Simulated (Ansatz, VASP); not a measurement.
# O in VASP and in Ansatz

The input INCAR:

```
SYSTEM = O
ALGO     = Normal         ! electronic algorithm
EDIFF    = 1E-6           ! SCF threshold, eV
ENCUT    = 520            ! plane-wave cutoff, eV
GGA      = PE             ! functional
ISIF     = 2              ! what is computed and relaxed
ISMEAR   = -1             ! smearing method
LASPH    = .True.         ! aspherical terms in the spheres
LCHARG   = .False.        ! write CHGCAR
LREAL    = .False.        ! projectors in reciprocal space
LWAVE    = .False.        ! write WAVECAR
NBANDS   = 13             ! bands
NELM     = 80             ! most SCF steps
PREC     = Accurate       ! precision mode
SIGMA    = 0.05           ! smearing width, eV
```

File KPOINTS:

```
k-points
0
Gamma
  12 12 12
  0 0 0
```

The input POSCAR:

```
O
1.0
    0.0000000000      1.8513050931      3.8192465653
    1.4711159692      0.0000000000      3.8192465653
    1.4711159692      1.8513050931      0.0000000000
O
2
Direct
    0.5789020000      0.5789020000      0.4210980000
    0.4210980000      0.4210980000      0.5789020000
```

input.yaml

```yaml
crystal:
  lattice:
    - [0.0, 1.8513050931, 3.8192465653]
    - [1.4711159692, 0.0, 3.8192465653]
    - [1.4711159692, 1.8513050931, 0.0]
  atoms:
    - { symbol: O, position: [0.578902, 0.578902, 0.421098] }
    - { symbol: O, position: [0.421098, 0.421098, 0.578902] }
kpoints:
  mp_grid: { grid: [12, 12, 12] }
scf:
  occupations: { method: fermi_dirac, width: 0.05 }
hamiltonian:
  xc: pbe
  pseudopotentials: { kind: all_electron, lapw: { basis_error: 0.0005 } }
output:
  forces: true
  stress: true
  eigenvalues: true
```

Change from the starting cell: volume scaled by 0.94.

Alike in both runs: task single point; functional PBE; k mesh 12 × 12 × 12; occupations fermi-dirac, width 0.05 eV; no spin polarisation.

```csv
,VASP,Ansatz
version,VASP 6.6.1,Ansatz 0.2.0
potentials or method,"VASP PAW PBE potentials, release 64 (O), cutoff 520 eV","all-electron LAPW, scalar-relativistic"
```

|  | VASP | Ansatz | Ansatz less VASP |
| --- | --- | --- | --- |
| gap on the k mesh at the Fermi level (eV) | none | none | - |
| pressure (GPa) | 9.2 | 5.3 | -3.81 |
| traceless stress, the component that is largest in VASP (GPa) | 10.24 | 2.02 | -8.223 |
| rms of the force components (eV/Å) | 1.039 | 0.256 | -0.7834 |

Atom by atom the forces differ by 0.783 eV/Å (rms over components). A gap of «none» marks a metal or a gap that the smearing closes. Ansatz ran all-electron here, and VASP with PAW potentials.

Noted on VASP's run: the standard files for N, O and F lose accuracy on very short bonds; spin is off for a triplet molecule. Noted on Ansatz's run: spin is off for a triplet molecule.
